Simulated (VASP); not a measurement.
A run of VASP 6.6.1:

File INCAR:

```
SYSTEM = Cu3TeAs3
PREC = Accurate
ENCUT = 520
EDIFF = 1E-7
ISMEAR = 0
SIGMA = 0.1
LREAL = .False.
LASPH = .True.
NELM = 100
ALGO = Normal
ISIF = 2
LWAVE = .False.
LCHARG = .False.
GGA = PE
NBANDS = 36
```

File KPOINTS:

```
Automatic mesh
0
Gamma
  8 8 8
  0 0 0
```

The input POSCAR:

```
Cu3TeAs3
1.0
    5.1373581821      0.0000000000      0.0000000000
    0.0000000000      5.1373581821      0.0000000000
    0.0000000000      0.0000000000      5.1373581821
Cu Te As
3 1 3
Direct
    0.5000000000      0.5000000000      0.0000000000
    0.0000000000      0.5000000000      0.5000000000
    0.5000000000      0.0000000000      0.5000000000
    0.5000000000      0.5000000000      0.5000000000
    0.5000000000      0.0000000000      0.0000000000
    0.0000000000      0.5000000000      0.0000000000
    0.0000000000      0.0000000000      0.5000000000
```

Potentials or basis: VASP PAW PBE potentials, release 64 (Cu, Te, As).

The run is started by

```bash
$ cat potpaw_PBE.64/Cu/POTCAR potpaw_PBE.64/Te/POTCAR potpaw_PBE.64/As/POTCAR > POTCAR
$ mpirun -np 1 vasp_std > vasp.out
```

Hardware: 1 thread of Intel(R) Xeon(R) 6975P-C (Granite Rapids) (shared host).

Question: How long does it take, and how much memory?

Answer: Run time: 110 s on 1 thread of Intel(R) Xeon(R) 6975P-C (Granite Rapids), on a shared host, peak memory 0.34 GiB. Counts: scf iterations 19, k points 35.
